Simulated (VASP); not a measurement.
**MgO: single point with LDA**

The system is MgO.

```
CELL_PARAMETERS angstrom
5.52307 0.00000 0.00000
0.00000 5.52307 0.00000
0.00000 0.00000 5.52307
ATOMIC_POSITIONS crystal
Mg 0.25000 0.98963 0.50000
Mg 0.00000 0.51037 0.25000
Mg 0.50000 0.75000 0.00000
Mg 0.75000 0.98963 0.50000
Mg 0.00000 0.51037 0.75000
Mg 0.50000 0.25000 0.00000
O 0.25000 0.51536 0.00000
O 0.50000 0.98464 0.25000
O 0.00000 0.75000 0.50000
O 0.75000 0.51536 0.00000
O 0.50000 0.98464 0.75000
O 0.00000 0.25000 0.50000
```

This cell differs from its parent crystal: atoms displaced along a vibrational mode.

| Quantity | Value |
| --- | --- |
| Program | VASP 6.6.1 |
| Task | single point |
| Functional | LDA |
| Potentials or basis | VASP PAW LDA potentials, release 64 (Mg, O) |
| Cutoff | 520 eV |
| k mesh | 4 × 4 × 4 |
| Occupations | gaussian, width 0.05 eV |
| Spin | no spin polarisation |

```
Pressure               : -0.3 GPa
Largest force          : 0.939 eV/Å
Band gap on the k mesh : 2.83 eV
```

Forces in eV/Å, atoms in the order of the input:
```
Mg   0.072  0.562  0.000
Mg   0.000 -0.562 -0.072
Mg   0.000  0.000  0.000
Mg  -0.072  0.562  0.000
Mg   0.000 -0.562  0.072
Mg   0.000  0.000  0.000
O   -0.139 -0.928  0.000
O    0.000  0.928  0.139
O    0.000  0.000  0.000
O    0.139 -0.928  0.000
O    0.000  0.928 -0.139
O    0.000  0.000  0.000
```

Levels at points of the mesh, in eV from the valence-band top:
```tsv
k point	band 20	band 21	band 22	band 23	band 24	band 25	band 26	band 27	band 28	band 29
(0.00, 0.00, 0.00)	-0.60	-0.60	-0.01	-0.01	0.00	2.83	5.82	7.99	7.99	8.00
(0.50, 0.00, 0.00)	-0.80	-0.63	-0.61	-0.01	0.00	4.76	4.77	7.57	7.58	7.87
(0.00, 0.50, 0.00)	-0.80	-0.63	-0.63	-0.01	-0.01	4.74	4.80	7.53	7.64	7.88
(0.50, 0.50, 0.00)	-0.71	-0.70	-0.62	-0.43	-0.01	5.58	5.73	5.94	6.78	8.22
(0.50, 0.00, 0.50)	-0.84	-0.56	-0.56	-0.49	0.00	5.72	5.73	5.73	6.81	8.36
(0.50, 0.50, 0.50)	-0.99	-0.87	-0.87	-0.80	-0.80	6.26	6.26	7.21	7.37	7.52
```

Wall time 2.8 min on 1 thread of Intel Xeon 8259CL, with other jobs on the host, peak memory 0.26 GiB.

Caveat: the cell differs from its parent crystal (atoms displaced along a vibrational mode).
